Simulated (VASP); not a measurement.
Hf2Ga6WO16: single point with PBE

System: Hf2Ga6WO16.

```
CELL_PARAMETERS angstrom
6.37090 -0.21057 -0.02004
-0.21110 6.58294 0.06573
-0.03568 0.07270 7.03635
ATOMIC_POSITIONS crystal
W 0.48106 0.42710 0.64369
O 0.94569 0.17050 0.58535
O 0.69110 0.94866 0.31782
O 0.42372 0.68989 0.08842
O 0.95892 0.22488 0.14521
O 0.69327 0.43986 0.42952
O 0.24775 0.47552 0.39833
O 0.17785 0.96856 0.88060
O 0.19257 0.93357 0.32780
O 0.22812 0.44100 0.78267
O 0.97367 0.61661 0.10726
O 0.72203 0.94800 0.88887
O 0.45196 0.21750 0.09907
O 0.96136 0.74428 0.61116
O 0.44465 0.14249 0.61534
O 0.48894 0.73604 0.59908
O 0.67524 0.44356 0.81382
Hf 0.96013 0.90744 0.09612
Hf 0.20170 0.43107 0.08934
Ga 0.41810 0.76671 0.33902
Ga 0.99229 0.46646 0.55778
Ga 0.73796 0.93008 0.61399
Ga 0.69274 0.23914 0.24763
Ga 0.16377 0.98772 0.59647
Ga 0.44994 0.96013 0.97039
```

```yaml
Program: VASP 6.6.1
Task: single point
Functional: PBE
Potentials_or_basis: VASP PAW PBE potentials, release 64 (W_sv, O, Hf_pv, Ga_d)
Cutoff: 520 eV
k_mesh: 4 × 4 × 3
Occupations: gaussian, width 0.02 eV
Spin: no spin polarisation
```

The pressure is 0.0 GPa. The largest force is 0.543 eV/Å and the band gap on the k mesh is 2.26 eV.

Forces on the atoms (eV/Å):
```
W   -0.368  0.083 -0.353
O   -0.067  0.037  0.012
O    0.076 -0.073  0.009
O   -0.093 -0.129 -0.069
O    0.120 -0.066 -0.156
O    0.048  0.009 -0.033
O    0.033 -0.023 -0.159
O   -0.111 -0.033  0.121
O   -0.099  0.007 -0.084
O   -0.088  0.008  0.282
O    0.136  0.069 -0.025
O    0.111 -0.008  0.117
O   -0.103  0.118 -0.031
O    0.070 -0.016 -0.032
O   -0.004 -0.188 -0.044
O    0.008  0.031  0.010
O    0.412  0.014  0.352
Hf   0.041  0.049 -0.058
Hf  -0.072  0.082  0.131
Ga  -0.009 -0.030 -0.023
Ga  -0.042  0.019  0.011
Ga  -0.014  0.027  0.015
Ga   0.020  0.045 -0.011
Ga   0.012 -0.021  0.026
Ga  -0.019 -0.010 -0.010
```

Stress tensor (GPa, compression positive):
```
 0.14  0.12  0.27
 0.12 -0.05  0.12
 0.27  0.12  0.04
```

Levels at points of the mesh, in eV from the valence-band top:
| k point | band 100 | band 101 | band 102 | band 103 | band 104 | band 105 | band 106 | band 107 | band 108 | band 109 |
| --- | --- | --- | --- | --- | --- | --- | --- | --- | --- | --- |
| (0.00, 0.00, 0.00) | -0.68 | -0.63 | -0.39 | -0.24 | 0.00 | 2.26 | 2.85 | 3.32 | 3.68 | 4.20 |
| (0.50, 0.00, 0.00) | -0.76 | -0.60 | -0.55 | -0.34 | -0.10 | 2.75 | 3.36 | 3.74 | 3.87 | 4.40 |
| (0.00, 0.50, 0.00) | -0.75 | -0.69 | -0.59 | -0.47 | -0.16 | 2.66 | 3.11 | 3.35 | 4.00 | 4.32 |
| (0.50, 0.50, 0.00) | -0.73 | -0.65 | -0.57 | -0.42 | -0.14 | 2.43 | 3.30 | 3.45 | 4.54 | 4.70 |

It took 12 min on 2 MPI ranks on Intel(R) Xeon(R) Platinum 8488C (Sapphire Rapids), with other jobs on the host, peak memory 0.72 GiB a rank.

Caveat: spin-orbit coupling is left out, which moves the levels of the heavy elements.
